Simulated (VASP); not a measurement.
# BeRe2O3: single point with PBE

Crystal: BeRe2O3.

```xyz
6
Lattice="4.7189 0.0000 0.0000 -2.3595 4.0867 0.0000 0.0000 0.0000 3.3221" Properties=species:S:1:pos:R:3 pbc="T T T"
Be    0.0000    0.0000    0.0000
Re    0.0000    2.7245    0.0000
Re    2.3595    1.3622    0.0000
O     2.3595    0.0000    1.6610
O     1.1797    2.0434    1.6610
O    -1.1797    2.0434    1.6610
```

```json
{"Program": "VASP 6.6.1", "Task": "single point", "Functional": "PBE", "Potentials or basis": "VASP PAW PBE potentials, release 64 (Be, Re, O)", "Cutoff": "520 eV", "k mesh": "6 × 6 × 6", "Occupations": "gaussian, width 0.1 eV", "Spin": "no spin polarisation", "Dipole correction": "no", "Further INCAR settings": "ALGO = Normal; EDIFF = 1e-06; NBANDS = 26"}
```

* Pressure: 1.6 GPa
* Band gap on the k mesh: zero (bands 17 and 18 overlap by 0.95 eV)

Stress tensor (GPa, compression positive):
```
0.92 0.00 0.00
0.00 0.92 0.00
0.00 0.00 3.07
```

Levels at points of the mesh, in eV from the Fermi level:
| k point | band 14 | band 15 | band 16 | band 17 | band 18 | band 19 | band 20 | band 21 |
| --- | --- | --- | --- | --- | --- | --- | --- | --- |
| (0.00, 0.00, 0.00) | -1.85 | -1.85 | -0.99 | -0.99 | -0.22 | -0.22 | -0.17 | 2.84 |
| (0.50, 0.00, 0.00) | -2.68 | -1.51 | -1.37 | -0.56 | 0.48 | 1.09 | 1.12 | 1.80 |
| (0.00, 0.00, 0.50) | -3.03 | -2.09 | -0.03 | -0.03 | 0.01 | 0.47 | 0.47 | 0.69 |
| (0.50, 0.00, 0.50) | -2.68 | -2.51 | -1.55 | -0.11 | 0.70 | 0.77 | 1.44 | 1.89 |

Run time: 25 s on 1 thread of Intel(R) Xeon(R) 6975P-C (Granite Rapids), on a shared host, peak memory 0.2 GiB.

Caveat: spin-orbit coupling is left out, which moves the levels of the heavy elements.
